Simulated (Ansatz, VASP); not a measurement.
**PbO in VASP and in Ansatz**

Contents of INCAR:

```
PREC = Accurate
ENCUT = 600
EDIFF = 1E-6
ISMEAR = -1
SIGMA = 0.02
LREAL = False
LASPH = True
NELM = 120
ALGO = Normal
ISIF = 2
LWAVE = False
LCHARG = True
GGA = PE
LELF = True
LVHAR = True
NBANDS = 28
GGA_COMPAT = False
```

KPOINTS

```
regular mesh
0
Gamma
  6 6 6
```

Contents of POSCAR:

```
PbO
1.0
    3.9900000000      0.0000000000      0.0000000000
    0.0000000000      3.9900000000      0.0000000000
    0.0000000000      0.0000000000      5.0100000000
Pb O
2 2
Direct
    0.5000000000      0.0000000000      0.7600000000
    0.0000000000      0.5000000000      0.2400000000
    0.5000000000      0.5000000000      0.0000000000
    0.0000000000      0.0000000000      0.0000000000
```

input.yaml

```yaml
crystal:
  lattice:
    - [3.99, 0.0, 0.0]
    - [0.0, 3.99, 0.0]
    - [0.0, 0.0, 5.01]
  atoms:
    - { symbol: Pb, position: [0.5, 0.0, 0.76] }
    - { symbol: Pb, position: [0.0, 0.5, 0.24] }
    - { symbol: O, position: [0.5, 0.5, 0.0] }
    - { symbol: O, position: [0.0, 0.0, 0.0] }
kpoints:
  mp_grid: { grid: [6, 6, 6] }
  band_path:
    path:
      - [[0.0, 0.0, 0.0], [0.0, 0.5, 0.0], [0.5, 0.5, 0.0], [0.0, 0.0, 0.0], [0.0, 0.0, 0.5], [0.0, 0.5, 0.5], [0.5, 0.5, 0.5], [0.0, 0.0, 0.5]]
      - [[0.0, 0.5, 0.0], [0.0, 0.5, 0.5]]
      - [[0.5, 0.5, 0.0], [0.5, 0.5, 0.5]]
    npoints: 10
hamiltonian:
  xc: pbe
scf:
  occupations: { method: fermi_dirac, width: 0.02 }
  n_extra_bands: 5
output:
  forces: true
  stress: true
  eigenvalues: true
```

Alike in both runs: functional PBE; k mesh 6 × 6 × 6; occupations fermi-dirac, width 0.02 eV; no spin polarisation.

|  | VASP | Ansatz |
| --- | --- | --- |
| version | VASP 6.6.1 | Ansatz 0.2.0 |
| potentials or method | VASP PAW PBE potentials, release 64 (Pb_d, O) | Ansatz PAW |
| plane-wave cutoff (eV) | 600 | 420 |
| valence electrons in the cell | 40 | 40 |
| task | single point | band structure |

VASP gave:

- gap on the k mesh at the Fermi level (eV): 1.16
- least direct gap on the mesh (eV): 2.11
- pressure (GPa): 3.0
- traceless stress, the component that is largest in VASP (GPa): -0.78
- rms of the force components (eV/Å): 0.011

**Question.** Estimate Ansatz's values.

**Answer.** gap on the k mesh at the Fermi level (eV): 1.15; least direct gap on the mesh (eV): 2.11; pressure (GPa): 3.0; traceless stress, the component that is largest in VASP (GPa): -0.77; rms of the force components (eV/Å): 0.005.

Atom by atom the forces differ by 0.015 eV/Å (rms over components). With one functional, cell and mesh, what is left measures potentials, basis and numerics.

Spin-orbit coupling is off throughout.
